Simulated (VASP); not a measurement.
Wanted: the native input for a VASP 6.6.1 run.

* Task: single point
* Functional: r2SCAN
* Potentials or basis: VASP PAW PBE potentials, release 64 (Nb_sv)
* Cutoff: 520 eV
* k mesh: 24 × 24 × 24
* Occupations: fermi-dirac, width 0.15 eV
* Spin: no spin polarisation
* Dipole correction: no
* Further INCAR settings: ALGO = Normal; EDIFF = 1e-07; NBANDS = 12

Nb:

```
CELL_PARAMETERS angstrom
-1.65324 1.65324 1.65324
1.65324 -1.65324 1.65324
1.65324 1.65324 -1.65324
ATOMIC_POSITIONS crystal
Nb 0.00000 0.00000 0.00000
```

One way to write it, as run:

POSCAR

```
Nb
1.0
   -1.6532377138      1.6532377138      1.6532377138
    1.6532377138     -1.6532377138      1.6532377138
    1.6532377138      1.6532377138     -1.6532377138
Nb
1
Direct
    0.0000000000      0.0000000000      0.0000000000
```

INCAR.step1

```
  PREC = Accurate
  ENCUT = 520
  ISMEAR = -1
  SIGMA = 0.15
  LREAL = False
  LASPH = True
  NELM = 80
  NBANDS = 12
  GGA = PE
  ALGO = Normal
  EDIFF = 1E-4
  LWAVE = True
  LCHARG = False
```

INCAR.step2

```
  PREC = Accurate
  ENCUT = 520
  EDIFF = 1E-7
  ISMEAR = -1
  SIGMA = 0.15
  LREAL = False
  LASPH = True
  NELM = 80
  ALGO = Normal
  ISIF = 2
  LWAVE = False
  LCHARG = False
  METAGGA = R2SCAN
  LMIXTAU = True
  NBANDS = 12
  ISTART = 1
```

KPOINTS

```
regular mesh
0
Gamma
  24 24 24
```

Potentials or basis: VASP PAW PBE potentials, release 64 (Nb_sv).

Run with:

```console
$ cat potpaw_PBE.64/Nb_sv/POTCAR > POTCAR
$ cp INCAR.step1 INCAR
$ mpirun -np 1 vasp_std > vasp.out
$ cp INCAR.step2 INCAR
$ mpirun -np 1 vasp_std > vasp.out
```

Results of the run:

* Pressure: -0.3 GPa

Caveat: the PAW data sets were made with another functional, which shifts forces and pressure a little.

It took 2.9 min on 1 thread of Intel Xeon 6975P-C, on a shared host, peak memory 0.21 GiB.
